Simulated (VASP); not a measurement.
A run of VASP 6.6.1 is set up as follows.

The input INCAR:

```
SYSTEM = PbO
PREC = Accurate ; ENCUT = 520
EDIFF = 1E-6 ; ISMEAR = -1
SIGMA = 0.02 ; LREAL = .FALSE.
LASPH = .TRUE. ; NELM = 80
ALGO = Normal ; ISIF = 2
LWAVE = .FALSE. ; LCHARG = .TRUE.
LELF = .TRUE. ; LVHAR = .TRUE.
NBANDS = 17
```

The input KPOINTS:

```
regular mesh
0
G
  8 8 8
  0 0 0
```

POSCAR

```
PbO
1.0
    0.0000000000      2.7549424597      2.7549424597
    2.7549424597      0.0000000000      2.7549424597
    2.7549424597      2.7549424597      0.0000000000
Pb O
1 1
Direct
    0.0000000000      0.0000000000      0.0000000000
    0.2500000000      0.2500000000      0.2500000000
```

Potentials or basis: VASP PAW LDA potentials, release 64 (Pb_d, O).

Launch:

```bash
$ cat potpaw_LDA.64/Pb_d/POTCAR potpaw_LDA.64/O/POTCAR > POTCAR
$ mpirun -np 1 vasp_std > vasp.out
```

Problem. Predict the pressure.

Solution. 0.2 GPa.

Problem. Estimate the band gap on the k mesh.

Solution. 0.19 eV (least direct gap 0.38 eV).

Caveat: the structure was generated, so it needn't be the stable form of PbO; spin-orbit coupling is left out, which moves the levels of the heavy elements. A k mesh can miss the band edges.
